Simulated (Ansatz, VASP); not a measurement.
## ScAl3 in VASP and in Ansatz

```
Sc Al
1.0
     4.05792    0.00000    0.00000
     0.00000    4.05792    0.00000
     0.00000    0.00000    4.05792
Sc Al
1 3
Direct
  0.00000 0.00000 0.00000
  0.50000 0.00000 0.50000
  0.00000 0.50000 0.50000
  0.50000 0.50000 0.00000
```

Alike in both runs: task single point; functional r2SCAN; k mesh 10 × 10 × 10; occupations gaussian, width 0.05 eV; no spin polarisation.

|  | VASP | Ansatz |
| --- | --- | --- |
| version | VASP 6.6.1 | Ansatz 0.2.0 |
| potentials or method | VASP PAW PBE potentials, release 64 (Sc_sv, Al), cutoff 520 eV | scalar-relativistic, plane waves, PAW |
| valence electrons in the cell | 20 | 20 |

```tsv
	VASP	Ansatz	Ansatz less VASP
gap on the k mesh at the Fermi level (eV)	none	none	-
pressure (GPa)	2.0	2.0	0.00
```

VASP's potentials were made for PBE, not for r2SCAN. A gap of «none» marks a metal or a gap that the smearing closes.
